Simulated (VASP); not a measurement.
A run of VASP 6.6.1 is set up as follows.

INCAR

```
SYSTEM = Li2S
  ALGO = Normal
  EDIFF = 1E-6
  ENCUT = 750
  GGA = RE
  GGA_COMPAT = .FALSE.
  ISIF = 2
  ISMEAR = 0
  IVDW = 12
  LASPH = .TRUE.
  LCHARG = .TRUE.
  LELF = .TRUE.
  LREAL = .FALSE.
  LVHAR = .TRUE.
  LWAVE = .FALSE.
  NBANDS = 13
  NELM = 120
  PREC = Accurate
  SIGMA = 0.05
```

KPOINTS

```
k-points
0
G
  8 8 8
  0 0 0
```

Contents of POSCAR:

```
Li2S
1.0
    0.0000000000      2.7506055453      2.7506055453
    2.7506055453      0.0000000000      2.7506055453
    2.7506055453      2.7506055453      0.0000000000
Li S
2 1
Direct
    0.2500000000      0.2500000000      0.2500000000
    0.7500000000      0.7500000000      0.7500000000
    0.0000000000      0.0000000000      0.0000000000
```

Potentials or basis: VASP PAW PBE potentials, release 64 (Li_sv, S).

The run is started by

```sh
$ cat potpaw_PBE.64/Li_sv/POTCAR potpaw_PBE.64/S/POTCAR > POTCAR
$ mpirun -np 1 vasp_std > vasp.out
```

**Question.** What does it give for the dispersion energy per atom?

**Answer.** -0.575 eV.

**Question.** Estimate the band gap on the k mesh.

**Answer.** 3.41 eV, indirect (least direct gap 4.96 eV).

**Question.** What does it give for the pressure?

**Answer.** -0.2 GPa.

Caveat: the PAW data sets were made with another functional, which shifts forces and pressure a little. A k mesh can miss the band edges.
